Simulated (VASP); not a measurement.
Here is a VASP 6.6.1 calculation.

Contents of INCAR:

```
SYSTEM = YN
PREC = Accurate
ENCUT = 600
EDIFF = 1E-6
ISMEAR = -1
SIGMA = 0.03
LREAL = .False.
LASPH = .True.
NELM = 120
ALGO = Normal
ISIF = 2
LWAVE = .False.
LCHARG = .False.
GGA = PE
NBANDS = 15
GGA_COMPAT = .False.
```

KPOINTS

```
regular mesh
0
Gamma
  9 9 9
  0 0 0
```

POSCAR

```
YN
1.0
    0.0000000000      2.4466013884      2.4466013884
    2.4466013884      0.0000000000      2.4466013884
    2.4466013884      2.4466013884      0.0000000000
Y N
1 1
Direct
    0.0000000000      0.0000000000      0.0000000000
    0.5000000000      0.5000000000      0.5000000000
```

Potentials or basis: VASP PAW PBE potentials, release 64 (Y_sv, N).

Launch:

```bash
$ cat potpaw_PBE.64/Y_sv/POTCAR potpaw_PBE.64/N/POTCAR > POTCAR
$ mpirun -np 1 vasp_std > vasp.out
```

Question: Estimate the pressure.

Answer: 1.0 GPa.

Question: Predict the band gap on the k mesh.

Answer: 0.25 eV, indirect (least direct gap 0.66 eV).

 A k mesh can miss the band edges.
